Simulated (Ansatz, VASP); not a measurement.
# Ti: VASP beside Ansatz

```
Ti
1.0
     4.62817    0.00000    0.00000
    -2.31409    4.00811    0.00000
     0.00000    0.00000    2.93873
Ti
3
Cartesian
  0.0000 0.0000 0.0000
  0.0000 2.6721 1.4694
  2.3141 1.3360 1.4694
```

Change from the starting cell: strain +0.025 along x and y, +0.050 along z, atoms carried along.

Alike in both runs: task single point; functional PBEsol; k mesh 12 × 12 × 18; occupations gaussian, width 0.15 eV; no spin polarisation.

```csv
,VASP,Ansatz
version,VASP 6.6.1,Ansatz 0.2.0
potentials or method,"VASP PAW PBE potentials, release 64 (Ti_sv), cutoff 520 eV","scalar-relativistic, plane waves, PAW"
valence electrons in the cell,36,36
```

```tsv
	VASP	Ansatz	Ansatz less VASP
gap on the k mesh at the Fermi level (eV)	none	none	-
pressure (GPa)	-10.0	-9.9	+0.13
traceless stress, the component that is largest in VASP (GPa)	-2.81	-2.82	-0.015
```

VASP's potentials were made for PBE, not for PBEsol. A gap of «none» marks a metal or a gap that the smearing closes.
